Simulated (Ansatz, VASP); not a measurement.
# Two plane-wave programs on C

The input INCAR:

```
PREC = Accurate
ENCUT = 520
EDIFF = 1E-6
ISMEAR = 1
SIGMA = 0.15
LREAL = False
LASPH = True
NELM = 60
ALGO = Normal
ISIF = 2
LWAVE = False
LCHARG = True
LELF = True
LVHAR = True
NBANDS = 16
```

File KPOINTS:

```
regular mesh
0
Gamma
  6 6 6
```

File POSCAR:

```
C
1.0
    1.2331881000      0.7119814800      8.2826151000
   -1.2331881000      0.7119814800      8.2826151000
    0.0000000000     -1.4239629600      8.2826151000
C
4
Direct
    0.9128269200      0.9128269200      0.9128269200
    0.2461499400      0.2461499400      0.2461499400
    0.7538500600      0.7538500600      0.7538500600
    0.0871730800      0.0871730800      0.0871730800
```

Input for Ansatz:

```yaml
crystal:
  lattice:
    - [1.2331881, 0.71198148, 8.2826151]
    - [-1.2331881, 0.71198148, 8.2826151]
    - [0.0, -1.42396296, 8.2826151]
  atoms:
    - { symbol: C, position: [0.91282692, 0.91282692, 0.9128269199999999] }
    - { symbol: C, position: [0.24614994, 0.24614994, 0.24614994] }
    - { symbol: C, position: [0.75385006, 0.75385006, 0.75385006] }
    - { symbol: C, position: [0.08717308000000001, 0.08717308000000001, 0.08717308] }
basis:
  ecutwfc: 450.0
kpoints:
  mp_grid:
    grid: [6, 6, 6]
    shift: [0.0, 0.0, 0.0]
hamiltonian:
  xc: lda
scf:
  mixing:
    algorithm: msr1
    beta: 0.6
    ndim: 4
  occupations:
    method: cold
    width: 0.15
output:
  forces: true
  stress: true
```

Alike in both runs: task single point; functional LDA; k mesh 6 × 6 × 6; no spin polarisation.

```csv
,VASP,Ansatz
version,VASP 6.6.1,Ansatz 0.2.0
potentials or method,"VASP PAW LDA potentials, release 64 (C), cutoff 520 eV","plane waves, PAW"
occupations,"methfessel-paxton of order 1, width 0.15 eV","cold, width 0.15 eV"
valence electrons in the cell,16,16
```

Ansatz gave:

| Item | Value |
| --- | --- |
| pressure (GPa) | -6.0 |
| traceless stress, the component that is largest in VASP (GPa) | 4.52 |
| rms of the force components (eV/Å) | 0.012 |

Question: Which values does VASP return?

Answer: Pressure (GPa): -5.4; traceless stress, the component that is largest in VASP (GPa): 3.75; rms of the force components (eV/Å): 0.013.

LDA's correlation is that of Perdew and Zunger in VASP and of Perdew and Wang (1992) in Ansatz. Atom by atom the forces differ by 0.001 eV/Å (rms over components).

The k mesh is coarse, so the values compare programs but aren't converged.
